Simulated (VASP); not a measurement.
Write the native input for VASP 6.6.1 that does the following.

| Property | Result |
| --- | --- |
| Task | single point |
| Functional | PBE |
| Potentials or basis | VASP PAW PBE potentials, release 64 (Ta_pv, N) |
| Cutoff | 520 eV |
| k mesh | 18 × 18 × 8 |
| Occupations | gaussian, width 0.15 eV |
| Spin | no spin polarisation |
| Dipole correction | no |
| Further INCAR settings | ALGO = Normal; EDIFF = 1e-06; NBANDS = 24 |

The structure of TaN lies in POSCAR:

```
TaN
1.0
    3.2774899465      0.0000000000      0.0000000000
   -1.6387449733      2.8383895543      0.0000000000
    0.0000000000      0.0000000000      6.0958035514
Ta N
2 2
Direct
    0.3333333333      0.6666666667      0.0304880884
    0.6666666667      0.3333333333      0.5304880884
    0.3333333333      0.6666666667      0.3545119116
    0.6666666667      0.3333333333      0.8545119116
```

These files were run (other wordings do the same):

INCAR

```
ALGO = Normal ; EDIFF = 1E-6
ENCUT = 520 ; GGA = PE
ISIF = 2 ; ISMEAR = 0
LASPH = True ; LCHARG = False
LREAL = False ; LWAVE = False
NBANDS = 24 ; NELM = 80
PREC = Accurate ; SIGMA = 0.15
```

KPOINTS

```
k-points
0
Gamma
  18 18 8
```

Potentials or basis: VASP PAW PBE potentials, release 64 (Ta_pv, N).

Run with:

```sh
$ cat potpaw_PBE.64/Ta_pv/POTCAR potpaw_PBE.64/N/POTCAR > POTCAR
$ mpirun -np 1 vasp_std > vasp.out
```

It gave:

```json
{
  "Pressure": "-14.0 GPa",
  "Largest force": "0.555 eV/Å",
  "Band gap on the k mesh": "zero (bands 16 and 17 overlap by 0.48 eV)"
}
```

Caveat: the stress differs along the axes, from -17 to -9 GPa; spin-orbit coupling is left out, which moves the levels of the heavy elements.

Wall time 90 s on 1 thread of Intel(R) Xeon(R) 6975P-C (Granite Rapids), on a shared host, peak memory 0.33 GiB.
